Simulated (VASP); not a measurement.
# Mo6S in VASP: a series of runs

Mo6S is run at these levels: PBE; tasks: single point.

All numbers are computed with VASP 6.6.1; they aren't measurements. Logs are shortened: lines on timing, memory, paths and dates and some standing lists are left out, and cuts for length are marked.

## 1. The cell of the first run

The cell holds a slab with vacuum, 7 atoms: a = 4.470 Å, b = 4.470 Å, c = 19.760 Å, α = 90.00°, β = 90.00°, γ = 120.00°.

## 2. Single point, PBE

Contents of INCAR:

```
PREC = Accurate ; ENCUT = 520
EDIFF = 1E-6 ; ISMEAR = 0
SIGMA = 0.1 ; LREAL = False
LASPH = True ; NELM = 100
ALGO = Normal ; ISIF = 2
LWAVE = False ; LCHARG = True
LDIPOL = True ; IDIPOL = 3
DIPOL = 0.5 0.5 0.344 ; GGA = PE
LELF = True ; LVHAR = True
LVACPOTAV = True ; NBANDS = 54
```

Contents of KPOINTS:

```
Automatic mesh
0
Gamma
  6 6 1
```

Contents of POSCAR:

```
Mo6S
1.0
    4.4695765303      0.0000000000      0.0000000000
   -2.2347882651      3.8707668194      0.0000000000
    0.0000000000      0.0000000000     19.7595667358
Mo S
6 1
Direct
    0.6666666667      0.3333333333      0.2024335884
    0.3333333333      0.6666666667      0.2486060831
    0.0000000000      0.0000000000      0.2947785777
    0.6666666667      0.3333333333      0.3368821122
    0.3333333333      0.6666666667      0.3779725574
    0.0000000000      0.0000000000      0.4180034333
    0.0000000000      0.0000000000      0.5264309839
```

Potentials or basis: VASP PAW PBE potentials, release 64 (Mo_sv, S).

Started as:

```
$ cat potpaw_PBE.64/Mo_sv/POTCAR potpaw_PBE.64/S/POTCAR > POTCAR
$ mpirun -np 1 vasp_std > vasp.out
```

OUTCAR:

```text
PREC = Accurate
   ENCUT = 520
   EDIFF = 1E-6
   ISMEAR = 0
   LREAL = False
   LASPH = True
   NELM = 100
   ISIF = 2
   GGA = PE

 ion  position               nearest neighbor table
   1  0.667  0.333  0.202-   4 2.66   2 2.74   2 2.74   2 2.74   3 3.16   3 3.16   3 3.16
   2  0.333  0.667  0.249-   5 2.56   3 2.74   3 2.74   3 2.74   1 2.74   1 2.74   1 2.74   4 3.11
                             4 3.11   4 3.11
   3  0.000  0.000  0.295-   6 2.43   4 2.71   4 2.71   4 2.71   2 2.74   2 2.74   2 2.74   5 3.06
                             5 3.06   5 3.06   1 3.16   1 3.16   1 3.16
   4  0.667  0.333  0.337-   1 2.66   5 2.71   5 2.71   5 2.71   3 2.71   3 2.71   3 2.71   6 3.04
                             6 3.04   6 3.04   2 3.11   2 3.11   2 3.11
   5  0.333  0.667  0.378-   2 2.56   6 2.70   6 2.70   6 2.70   4 2.71   4 2.71   4 2.71   3 3.06
                             3 3.06   3 3.06
   6  0.000  0.000  0.418-   7 2.14   3 2.43   5 2.70   5 2.70   5 2.70   4 3.04   4 3.04   4 3.04

   7  0.000  0.000  0.526-   6 2.14

  LATTYP: Found a hexagonal cell.
 ALAT       =     4.4695765303
 C/A-ratio  =     4.4209035469

  Lattice vectors:

 A1 = (   4.4695765303,   0.0000000000,   0.0000000000)
 A2 = (  -2.2347882651,   3.8707668194,   0.0000000000)
 A3 = (   0.0000000000,   0.0000000000,  19.7595667358)

Analysis of symmetry for initial positions (statically):
=====================================================================
 Subroutine PRICEL returns:
 Original cell was already a primitive cell.

 Routine SETGRP: Setting up the symmetry group for a
 hexagonal supercell.

 Subroutine GETGRP returns: Found  6 space group operations
 (whereof  6 operations were pure point group operations)
 out of a pool of 24 trial point group operations.

The static configuration has the point symmetry C_3v.

Analysis of symmetry for dynamics (positions and initial velocities):
=====================================================================
 Subroutine PRICEL returns:
 Original cell was already a primitive cell.

 Routine SETGRP: Setting up the symmetry group for a
 hexagonal supercell.

 Subroutine GETGRP returns: Found  6 space group operations
 (whereof  6 operations were pure point group operations)
 out of a pool of 24 trial point group operations.

The dynamic configuration has the point symmetry C_3v.

 Subroutine INISYM returns: Found  6 space group operations
 (whereof  6 operations are pure point group operations),
 and found     1 'primitive' translations

----------------------------------------------------------------------------------------

                                     Primitive cell

  volume of cell :     341.8541

  direct lattice vectors                    reciprocal lattice vectors
     4.469576530  0.000000000  0.000000000     0.223734842  0.129173371  0.000000000
    -2.234788265  3.870766819  0.000000000     0.000000000  0.258346743  0.000000000
     0.000000000  0.000000000 19.759566736     0.000000000  0.000000000  0.050608397

  length of vectors
     4.469576530  4.469576530 19.759566736     0.258346743  0.258346743  0.050608397

  position of ions in fractional coordinates (direct lattice)
     0.666666667  0.333333333  0.202433588
     0.333333333  0.666666667  0.248606083
     0.000000000  0.000000000  0.294778578
     0.666666667  0.333333333  0.336882112
     0.333333333  0.666666667  0.377972557
     0.000000000  0.000000000  0.418003433
     0.000000000  0.000000000  0.526430984

  ion indices of the primitive-cell ions
   primitive index   ion index
                 1           1
                 2           2
                 3           3
                 4           4
                 5           5
                 6           6
                 7           7

----------------------------------------------------------------------------------------

 KPOINTS: Automatic mesh

Automatic generation of k-mesh.
 Grid dimensions read from file:
 generate k-points for:    6    6    1

 Generating k-lattice:

  Cartesian coordinates                     Fractional coordinates (reciprocal lattice)
     0.037289140  0.021528895  0.000000000     0.166666667 -0.000000000  0.000000000
     0.000000000  0.043057790  0.000000000     0.000000000  0.166666667  0.000000000
     0.000000000  0.000000000  0.050608397     0.000000000  0.000000000  1.000000000

  Length of vectors
     0.043057790  0.043057790  0.050608397

  Shift w.r.t. Gamma in fractional coordinates (k-lattice)
     0.000000000  0.000000000  0.000000000

 Subroutine IBZKPT returns following result:
 ===========================================

 Found      7 irreducible k-points:

 Following reciprocal coordinates:
            Coordinates               Weight
  0.000000  0.000000  0.000000      1.000000
  0.166667  0.000000  0.000000      6.000000
  0.333333  0.000000  0.000000      6.000000
  0.500000  0.000000  0.000000      3.000000
  0.166667  0.166667  0.000000      6.000000
  0.333333  0.166667  0.000000     12.000000
  0.333333  0.333333  0.000000      2.000000
   k-points           NKPTS =      7   k-points in BZ     NKDIM =      7   number of bands    NBANDS=     54
   number of dos      NEDOS =    301   number of ions     NIONS =      7
   total plane-waves  NPLWV = 194400
   dimension x,y,z NGX =    36 NGY =   36 NGZ =  150
   dimension x,y,z NGXF=    72 NGYF=   72 NGZF=  300
   ions per type =               6   1
   NGX,Y,Z   is equivalent  to a cutoff of  13.39, 13.39, 12.62 a.u.
   NGXF,Y,Z  is equivalent  to a cutoff of  26.78, 26.78, 25.24 a.u.
 SYSTEM =  unknown system
   PREC   = accura    normal or accurate (medium, high low for compatibility)
   ISTART =      0    job   : 0-new  1-cont  2-samecut
   ICHARG =      2    charge: 1-file 2-atom 10-const
   ISPIN  =      1    spin polarized calculation?
   LNONCOLLINEAR =      F non collinear calculations
   LSORBIT =      F    spin-orbit coupling
   LASPH  =      T    aspherical Exc in radial PAW
   ENCUT  =  520.0 eV  38.22 Ry    6.18 a.u.   8.31  8.31 36.74*2*pi/ulx,y,z
   NELM   =    100;   NELMIN=  2; NELMDL= -5     # of ELM steps
   EDIFF  = 0.1E-05   stopping-criterion for ELM
   LREAL  =      F    real-space projection
   EDIFFG = 0.1E-04   stopping-criterion for IOM
   NSW    =      0    number of steps for IOM
   IBRION =     -1    ionic relax: 0-MD 1-quasi-New 2-CG
   NFREE  =      0    steps in history (QN), initial steepest desc. (CG)
   ISIF   =      2    stress and relaxation
   ISYM   =      2    0-nonsym 1-usesym 2-fastsym
   POTIM  = 0.5000    time-step for ionic-motion
   TEBEG  =    0.0;   TEEND  =   0.0 temperature during run
   PSTRESS=    0.0 pullay stress
   NELECT =      90.0000    total number of electrons
   NUPDOWN=      -1.0000    fix difference up-down
   EMIN   =  10.00;   EMAX   =-10.00  energy-range for DOS
   EFERMI =   0.00;   METHOD = LEGACY
   ISMEAR =     0;   SIGMA  =   0.10  broadening in eV -4-tet -1-fermi 0-gaus
   EFERMI_NEDOS =   21; number of points for ismear=-14 and -15
   IALGO  =     38    algorithm
   IMIX   =      4    mixing-type and parameters
     AMIX     =   0.40;   BMIX     =  1.00
     AMIX_MAG =   1.60;   BMIX_MAG =  1.00
  volume/ion in A,a.u.               =      48.84       329.56
  Fermi-wavevector in a.u.,A,eV,Ry     =   1.049241  1.982779 14.978755  1.100907
  Thomas-Fermi vector in A             =   2.184196
   LORBIT       =      0    0 simple, 1 ext, 2 COOP (PROOUT), +10 PAW based schemes
   GGA     = PE    functional components
   LHFCALC =     F    Hartree Fock is set to
   AEXX    =    0.0000 exact exchange contribution
   IVDW    =     0    specifies the selected vdW correction
   LEPSILON=     F    determine dielectric tensor
   LRPA    =     F    only Hartree local field effects (RPA)
 non-spin polarized calculation
 Gauss-broadening in eV      SIGMA  =   0.10
  energy-cutoff  :      520.00
  volume of cell :      341.85
 maximum number of plane-waves:      9223
 NGX is ok and might be reduce to    36
   NGX = 17   NGY = 17   NGZ = 73

 dipolmoment           0.000000      0.000000     -0.025561 electrons x Angstroem

 number of electron      90.0000007 magnetization

 dipolmoment           0.000000      0.000000      0.255264 electrons x Angstroem

 Free energy of the ion-electron system (eV)
  ---------------------------------------------------
  ext. energy  EPLUGINS =         0.00000000
  ---------------------------------------------------
  free energy    TOTEN  =       -63.89056121 eV

  energy without entropy =      -63.85893072  energy(sigma->0) =      -63.87474596

 E-fermi :   0.4856     XC(G=0):  -5.4134

 val. band max:        0.4844370610   @ k =   0.1667   0.1667   0.0000
 cond. band min:       0.5943506143   @ k =   0.5000   0.0000   0.0000
 fundamental gap:      0.1099135532
 Fermi energy:         0.4856007347

 k-point     1 :       0.0000    0.0000    0.0000
  band No.  band energies     occupation
      1     -60.6490      2.00000
      2     -60.4256      2.00000
      3     -60.3622      2.00000
      4     -60.3157      2.00000
      5     -60.1949      2.00000
      6     -60.0481      2.00000
[... 46 lines left out ...]
     53       2.5350      0.00000
     54       2.5350      0.00000

 k-point     2 :       0.1667    0.0000    0.0000
  band No.  band energies     occupation
      1     -60.6283      2.00000
      2     -60.4266      2.00000
      3     -60.3692      2.00000
      4     -60.3148      2.00000
      5     -60.2022      2.00000
      6     -60.0554      2.00000
[... 46 lines left out ...]
     53       2.4996      0.00000
     54       2.6308      0.00000

 k-point     3 :       0.3333    0.0000    0.0000
  band No.  band energies     occupation
      1     -60.5747      2.00000
      2     -60.4431      2.00000
      3     -60.3843      2.00000
      4     -60.3067      2.00000
      5     -60.2194      2.00000
      6     -60.0706      2.00000
[... 46 lines left out ...]
     53       2.2910      0.00000
     54       2.4984      0.00000

 k-point     4 :       0.5000    0.0000    0.0000
  band No.  band energies     occupation
      1     -60.5258      2.00000
      2     -60.4763      2.00000
      3     -60.3908      2.00000
      4     -60.2976      2.00000
      5     -60.2309      2.00000
      6     -60.0785      2.00000
[... 46 lines left out ...]
     53       2.6050      0.00000
     54       2.6254      0.00000

 k-point     5 :       0.1667    0.1667    0.0000
  band No.  band energies     occupation
      1     -60.5911      2.00000
      2     -60.4340      2.00000
      3     -60.3820      2.00000
      4     -60.3099      2.00000
      5     -60.2146      2.00000
      6     -60.0668      2.00000
[... 46 lines left out ...]
     53       2.3417      0.00000
     54       2.4997      0.00000

 k-point     6 :       0.3333    0.1667    0.0000
  band No.  band energies     occupation
      1     -60.5344      2.00000
      2     -60.4601      2.00000
      3     -60.3985      2.00000
      4     -60.2977      2.00000
      5     -60.2307      2.00000
      6     -60.0786      2.00000
[... 46 lines left out ...]
     53       2.1620      0.00000
     54       2.4542      0.00000

 k-point     7 :       0.3333    0.3333    0.0000
  band No.  band energies     occupation
      1     -60.5049      2.00000
      2     -60.4695      2.00000
      3     -60.4147      2.00000
      4     -60.2908      2.00000
      5     -60.2380      2.00000
      6     -60.0826      2.00000
[... 46 lines left out ...]
     53       2.1589      0.00000
     54       2.5092      0.00000

------------------------ aborting loop because EDIFF is reached ----------------------------------------

  FORCE on cell =-STRESS in cart. coord.  units (eV):
  Direction    XX          YY          ZZ          XY          YZ          ZX
  --------------------------------------------------------------------------------------
  -------------------------------------------------------------------------------------
  Total       -3.8071871     -3.8071871      1.6273389     -0.0000000      0.0000000      0.0000000
  in kB      -17.8432516    -17.8432516      7.6268954     -0.0000000      0.0000000      0.0000000
  external PRESSURE =      -9.3532026 kB  Pullay stress =       0.0000000 kB

 VOLUME and BASIS-vectors are now :
 -----------------------------------------------------------------------------
  energy-cutoff  :      520.00
  volume of cell :      341.85
      direct lattice vectors                 reciprocal lattice vectors
     4.469576530  0.000000000  0.000000000     0.223734842  0.129173371  0.000000000
    -2.234788265  3.870766819  0.000000000     0.000000000  0.258346743  0.000000000
     0.000000000  0.000000000 19.759566736     0.000000000  0.000000000  0.050608397

 POSITION                                       TOTAL-FORCE (eV/Angst)
 -----------------------------------------------------------------------------------
      2.23479      1.29026      4.00000        -0.000000      0.000000      2.036844
     -0.00000      2.58051      4.91235         0.000000     -0.000000     -0.597173
      0.00000      0.00000      5.82470         0.000000     -0.000000     -3.018824
      2.23479      1.29026      6.65664        -0.000000      0.000000     -1.034206
     -0.00000      2.58051      7.46857         0.000000     -0.000000      0.763759
      0.00000      0.00000      8.25957         0.000000     -0.000000      1.884767
      0.00000      0.00000     10.40205         0.000000     -0.000000     -0.035165
 -----------------------------------------------------------------------------------
    total drift:                               -0.000000     -0.000000      0.000469

  FREE ENERGIE OF THE ION-ELECTRON SYSTEM (eV)
  ---------------------------------------------------
  free  energy   TOTEN  =       -63.8905612051 eV

  energy  without entropy=      -63.8589307224  energy(sigma->0) =      -63.87474596

 vacuum level on the upper side and lower side of the slab         6.646         3.976
```

Run time: 5.6 min. Hardware: 1 thread of Intel Xeon 6975P-C, shared host; peak memory 0.5 GiB.

Results:

```
Free energy            : -63.8906 eV
Largest force          : 3.019 eV/Å
Band gap on the k mesh : zero (band 45 reaches 0.59 eV, above the bottom of band 46 at 0.20 eV)
```

Forces on the atoms (eV/Å):
```
Mo   0.000  0.000  2.037
Mo   0.000  0.000 -0.597
Mo   0.000  0.000 -3.019
Mo   0.000  0.000 -1.034
Mo   0.000  0.000  0.764
Mo   0.000  0.000  1.885
S    0.000  0.000 -0.035
```

Levels at points of the mesh, in eV from the Fermi level:
```
           k point  band 43  band 44  band 45  band 46  band 47  band 48
(0.00, 0.00, 0.00)    -1.19    -1.04    -1.04    -0.28     0.67     1.17
(0.50, 0.00, 0.00)    -0.85    -0.23     0.11     0.23     0.23     0.95
```

## 3. Single point, PBE

Contents of INCAR:

```
PREC = Accurate
ENCUT = 520
EDIFF = 1E-6
ISMEAR = 0
SIGMA = 0.1
LREAL = False
LASPH = True
NELM = 60
ALGO = Normal
ISIF = 2
LWAVE = False
LCHARG = True
LDIPOL = True
IDIPOL = 3
DIPOL = 0.5 0.5 0.339
GGA = PE
LELF = True
LVHAR = True
LVACPOTAV = True
NBANDS = 54
```

Contents of KPOINTS:

```
regular mesh
0
Gamma
  6 6 1
```

Changes to POSCAR since step 2:

```diff
@@ -14,2 +14,2 @@
     0.0000000000      0.0000000000      0.4180034333
-    0.0000000000      0.0000000000      0.5264309839
+    0.3333333333      0.6666666667      0.4929143922
```

Potentials or basis: VASP PAW PBE potentials, release 64 (Mo_sv, S).

Started as:

```
$ cat potpaw_PBE.64/Mo_sv/POTCAR potpaw_PBE.64/S/POTCAR > POTCAR
$ mpirun -np 1 vasp_std > vasp.out
```

It took 6.1 min on 1 thread of Intel Xeon 6975P-C, shared host; peak memory 0.51 GiB.

Results (log left out):

- Free energy: -65.2050 eV
- Largest force: 1.980 eV/Å
- Band gap on the k mesh: zero (band 45 reaches 0.74 eV, above the bottom of band 46 at 0.49 eV)

Forces on the atoms (eV/Å):
```
Mo   0.000  0.000  1.980
Mo   0.000  0.000 -1.473
Mo   0.000  0.000 -0.871
Mo   0.000  0.000 -1.499
Mo   0.000  0.000  0.556
Mo   0.000  0.000  1.305
S    0.000  0.000  0.002
```

Levels at points of the mesh, in eV from the Fermi level:
| k point | band 42 | band 43 | band 44 | band 45 | band 46 | band 47 | band 48 | band 49 |
| --- | --- | --- | --- | --- | --- | --- | --- | --- |
| (0.00, 0.00, 0.00) | -1.17 | -0.95 | -0.58 | -0.18 | -0.18 | 1.18 | 1.23 | 1.23 |
| (0.50, 0.00, 0.00) | -1.16 | -0.92 | -0.39 | 0.07 | 0.39 | 0.42 | 1.18 | 1.25 |

## 4. Single point, PBE

Contents of INCAR:

```
PREC = Accurate
ENCUT = 520
EDIFF = 1E-6
ISMEAR = 0
SIGMA = 0.1
LREAL = F
LASPH = T
NELM = 60
ALGO = Normal
ISIF = 2
LWAVE = F
LCHARG = T
LDIPOL = T
IDIPOL = 3
DIPOL = 0.5 0.5 0.334
GGA = PE
LELF = T
LVHAR = T
LVACPOTAV = T
NBANDS = 54
```

KPOINTS is that of step 3.

Changes to POSCAR since step 3:

```diff
@@ -14,2 +14,2 @@
     0.0000000000      0.0000000000      0.4180034333
-    0.3333333333      0.6666666667      0.4929143922
+    0.6666666667      0.3333333333      0.4611400108
```

Started as:

```
$ cat potpaw_PBE.64/Mo_sv/POTCAR potpaw_PBE.64/S/POTCAR > POTCAR
$ mpirun -np 1 vasp_std > vasp.out
```

Run time: 6.3 min. Hardware: 1 thread of Intel Xeon 6975P-C, shared host; peak memory 0.51 GiB.

It converged, with:

```
Free energy            : -65.5013 eV
Largest force          : 2.240 eV/Å
Band gap on the k mesh : zero (band 45 reaches 1.29 eV, above the bottom of band 46 at 1.13 eV)
```

Forces in eV/Å, atoms in the order of the input:
```
Mo   0.000  0.000  1.284
Mo   0.000  0.000 -0.033
Mo   0.000  0.000 -2.240
Mo   0.000  0.000 -0.907
Mo   0.000  0.000  0.802
Mo   0.000  0.000  1.083
S    0.000  0.000  0.012
```

Levels at points of the mesh, in eV from the Fermi level:
```
           k point  band 41  band 42  band 43  band 44  band 45  band 46  band 47  band 48  band 49  band 50
(0.00, 0.00, 0.00)    -1.31    -1.31    -1.01    -0.26    -0.26    -0.04     0.86     1.11     1.11     1.30
(0.50, 0.00, 0.00)    -1.58    -1.09    -0.86    -0.29    -0.03    -0.02     0.28     0.61     1.06     1.17
```
